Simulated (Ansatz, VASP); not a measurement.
One calculation of Ag, two programs

INCAR

```
PREC = Accurate ; ENCUT = 520
EDIFF = 1E-6 ; ISMEAR = -1
SIGMA = 0.05 ; LREAL = F
LASPH = T ; NELM = 100
ALGO = Normal ; ISIF = 2
LWAVE = F ; LCHARG = T
GGA = CA ; LELF = T
LVHAR = T ; NBANDS = 18
```

Contents of KPOINTS:

```
Automatic mesh
0
Gamma
  10 10 6
```

Contents of POSCAR:

```
Ag
1.0
    2.9300000000      0.0000000000      0.0000000000
   -1.4650000000      2.5374544331      0.0000000000
    0.0000000000      0.0000000000      4.7900000000
Ag
2
Direct
    0.6666666667      0.3333333333      0.7500000000
    0.3333333333      0.6666666667      0.2500000000
```

File input.yaml:

```yaml
crystal:
  lattice:
    - [2.93, 0.0, 0.0]
    - [-1.465, 2.5374544331, 0.0]
    - [0.0, 0.0, 4.79]
  atoms:
    - { symbol: Ag, position: [0.6666666667, 0.3333333333, 0.75] }
    - { symbol: Ag, position: [0.3333333333, 0.6666666667, 0.25] }
kpoints:
  mp_grid: { grid: [10, 10, 6] }
scf:
  occupations: { method: fermi_dirac, width: 0.05 }
hamiltonian:
  xc: lda
  pseudopotentials: { kind: all_electron, lapw: { basis_error: 0.001 } }
output:
  forces: true
  stress: true
  eigenvalues: true
```

Alike in both runs: task single point; functional LDA; k mesh 10 × 10 × 6; occupations fermi-dirac, width 0.05 eV; no spin polarisation.

|  | VASP | Ansatz |
| --- | --- | --- |
| version | VASP 6.6.1 | Ansatz 0.2.0 |
| potentials or method | VASP PAW LDA potentials, release 64 (Ag), cutoff 520 eV | all-electron LAPW, scalar-relativistic |

Ansatz gave:

```
gap on the k mesh at the Fermi level (eV)                     : none
pressure (GPa)                                                : -10.5
traceless stress, the component that is largest in VASP (GPa) : -0.40
```

Task: Which values does VASP return?

Result: gap on the k mesh at the Fermi level (eV): none; pressure (GPa): -10.3; traceless stress, the component that is largest in VASP (GPa): -0.40.

LDA's correlation is that of Perdew and Zunger in VASP and of Perdew and Wang (1992) in Ansatz. A gap of «none» marks a metal or a gap that the smearing closes. Ansatz ran all-electron here, and VASP with PAW potentials.
